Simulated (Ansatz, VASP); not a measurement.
## Two plane-wave programs on As

```
CELL_PARAMETERS angstrom
-1.68389 1.68389 1.68389
1.68389 -1.68389 1.68389
1.68389 1.68389 -1.68389
ATOMIC_POSITIONS crystal
As 0.00000 0.00000 0.00000
```

Alike in both runs: functional PBE; k mesh 17 × 17 × 17; occupations fermi-dirac, width 0.05 eV; non-collinear spin, spin-orbit coupling.

Ansatz relaxed the structure, and its values are those at the end. VASP's run is a single point on that final structure, the one shown.

|  | VASP | Ansatz |
| --- | --- | --- |
| version | VASP 6.6.1 | Ansatz 0.2.0 |
| potentials or method | VASP PAW PBE potentials, release 64 (As) | PAW with Ansatz's default frozen-core files, fully relativistic files with spin-orbit coupling |
| plane-wave cutoff (eV) | 520 | 420 |
| valence electrons in the cell | 5 | 15 |

|  | VASP | Ansatz | Ansatz less VASP |
| --- | --- | --- | --- |
| pressure (GPa) | 0.1 | 0.0 | -0.07 |

VASP's potentials hold 5 valence electrons a cell and Ansatz's 15, so a difference there can come from the potentials and not from the codes.
